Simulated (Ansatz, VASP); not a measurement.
**Two plane-wave programs on BN**

```
B N
1.0
     2.44938    0.03984    0.01232
    -1.19018    2.14925    0.01767
     0.03279    0.07320    6.60934
B N
2 2
Direct
  0.33060 0.68907 0.25960
  0.67170 0.31807 0.75292
  0.33121 0.65796 0.74609
  0.66649 0.33489 0.24139
```

Change from the starting cell: all atoms moved at random (sigma 0.06 Å a component), cell strained at random (sigma 0.03).

Alike in both runs: task single point; functional PBE; k mesh 12 × 12 × 4; occupations gaussian, width 0.05 eV; no spin polarisation.

|  | VASP | Ansatz |
| --- | --- | --- |
| version | VASP 6.6.1 | Ansatz 0.2.0 |
| potentials or method | VASP PAW PBE potentials, release 64 (B, N), cutoff 520 eV | scalar-relativistic, plane waves, PAW |
| valence electrons in the cell | 16 | 16 |

Ansatz gave:

- gap on the k mesh at the Fermi level (eV): 3.91
- least direct gap on the mesh (eV): 4.39
- pressure (GPa): 11.3
- traceless stress, the component that is largest in VASP (GPa): 9.41
- rms of the force components (eV/Å): 1.073

Question: Which values does VASP return?

Answer: gap on the k mesh at the Fermi level (eV): 3.91; least direct gap on the mesh (eV): 4.39; pressure (GPa): 11.3; traceless stress, the component that is largest in VASP (GPa): 9.54; rms of the force components (eV/Å): 1.071.

Atom by atom the forces differ by 0.005 eV/Å (rms over components).
